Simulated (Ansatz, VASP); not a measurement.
# Two plane-wave programs on Sr2C

```xyz
3
Lattice="0.0000 3.4609 3.3506 3.4609 0.0000 3.3506 3.4609 3.4609 0.0000" Properties=species:S:1:pos:R:3 pbc="T T T"
C     0.0000    0.0000    0.0000
Sr    1.7305    1.7305    1.6753
Sr    5.1914    5.1914    5.0259
```

Change from the starting cell: epitaxial_xy strain +3.0%.

Alike in both runs: task single point; functional PBE; k mesh 6 × 6 × 6; occupations fermi-dirac, width 0.02 eV; no spin polarisation.

```csv
,VASP,Ansatz
version,VASP 6.6.1,Ansatz 0.2.0
potentials or method,"VASP PAW PBE potentials, release 64 (C, Sr_sv)","plane waves, PAW"
plane-wave cutoff (eV),520,420
valence electrons in the cell,24,24
```

```csv
,VASP,Ansatz,Ansatz less VASP
pressure (GPa),-1.3,-1.4,-0.17
"traceless stress, the component that is largest in VASP (GPa)",1.73,1.74,+0.007
```

With one functional, cell and mesh, what is left measures potentials, basis and numerics.
